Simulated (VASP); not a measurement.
# AlAs3: relaxation of cell and atoms with PBE

The system is AlAs3.

```
Al As
1.0
     5.25893    0.00000    0.00000
    -2.62947    4.55437    0.00000
     0.00000    0.00000    7.30174
Al As
2 6
Direct
  0.66667 0.33333 0.25000
  0.33333 0.66667 0.75000
  0.27510 0.27510 0.00000
  0.72490 0.72490 0.50000
  0.27510 0.00000 0.50000
  0.00000 0.72490 0.00000
  0.72490 0.00000 0.00000
  0.00000 0.27510 0.50000
```

The cell was generated, and may not be a known phase.

* Program: VASP 6.6.1
* Task: relaxation of cell and atoms
* Functional: PBE
* Potentials or basis: VASP PAW PBE potentials, release 64 (Al, As)
* Cutoff: 600 eV
* k mesh: 12 × 12 × 6
* Occupations: gaussian, width 0.1 eV
* Spin: no spin polarisation
* Dipole correction: no
* Further INCAR settings: ALGO = Normal; EDIFF = 1e-07; IBRION = 2; EDIFFG = -0.01; NSW = 100; ISIF = 3

```
Relaxed volume                        : 21.95 Å³/atom
Relaxed cell                          : a = 5.278 Å, b = 5.278 Å, c = 7.280 Å, α = 90.00°, β = 90.00°, γ = 120.00°
Space group after relaxing (to 0.1 Å) : P6_322 (No. 182)
Energy gained by relaxing             : 0.3 meV/atom
Ionic steps                           : 6
Pressure after relaxing               : 0.0 GPa
Largest force after relaxing          : 0.006 eV/Å
Band gap on the k mesh                : zero (bands 18 and 19 overlap by 0.67 eV)
```

Forces on the atoms (eV/Å):
```
Al   0.000  0.000  0.000
Al   0.000  0.000  0.000
As  -0.003 -0.005  0.000
As   0.003  0.005  0.000
As  -0.006  0.000  0.000
As  -0.003  0.005  0.000
As   0.006  0.000  0.000
As   0.003 -0.005  0.000
```

The path:
```csv
step,energy change (eV),largest force (eV/Å),pressure (GPa),volume (Å³)
1,0.0000,0.0434,0.37,174.88
2,-0.0011,0.0587,-0.26,176.18
3,-0.0017,0.0211,-0.03,175.69
4,-0.0017,0.0225,-0.03,175.71
5,-0.0019,0.0169,-0.02,175.68
6,-0.0021,0.0057,0.00,175.63
```

Final structure:
```cif
data_structure
_symmetry_space_group_name_H-M 'P 1'
_symmetry_Int_Tables_number 1
_cell_length_a 5.2778
_cell_length_b 5.2778
_cell_length_c 7.2805
_cell_angle_alpha 90.000
_cell_angle_beta 90.000
_cell_angle_gamma 120.000
_cell_volume 175.63
loop_
_atom_site_label
_atom_site_type_symbol
_atom_site_fract_x
_atom_site_fract_y
_atom_site_fract_z
_atom_site_occupancy
Al1 Al 0.66667 0.33333 0.25000 1
Al2 Al 0.33333 0.66667 0.75000 1
As1 As 0.27485 0.27485 0.00000 1
As2 As 0.72515 0.72515 0.50000 1
As3 As 0.27485 0.00000 0.50000 1
As4 As 0.00000 0.72515 0.00000 1
As5 As 0.72515 0.00000 0.00000 1
As6 As 0.00000 0.27485 0.50000 1
```

Levels at points of the mesh, in eV from the Fermi level:
| k point | band 16 | band 17 | band 18 | band 19 | band 20 | band 21 |
| --- | --- | --- | --- | --- | --- | --- |
| (0.00, 0.00, 0.00) | -0.70 | -0.70 | -0.69 | -0.37 | -0.37 | 0.71 |
| (0.50, 0.00, 0.00) | -0.64 | -0.58 | 0.07 | 0.68 | 0.84 | 2.06 |
| (0.00, 0.00, 0.50) | -1.83 | -0.05 | -0.05 | 0.19 | 0.19 | 3.00 |
| (0.50, 0.00, 0.50) | -1.35 | -0.34 | -0.34 | 0.39 | 0.39 | 2.18 |

Wall time 13 min on 1 thread of AMD EPYC 9R14 (Zen 4) (shared host), peak memory 0.5 GiB.

Caveat: semilocal functionals underestimate gaps, and a narrow one can read as zero.
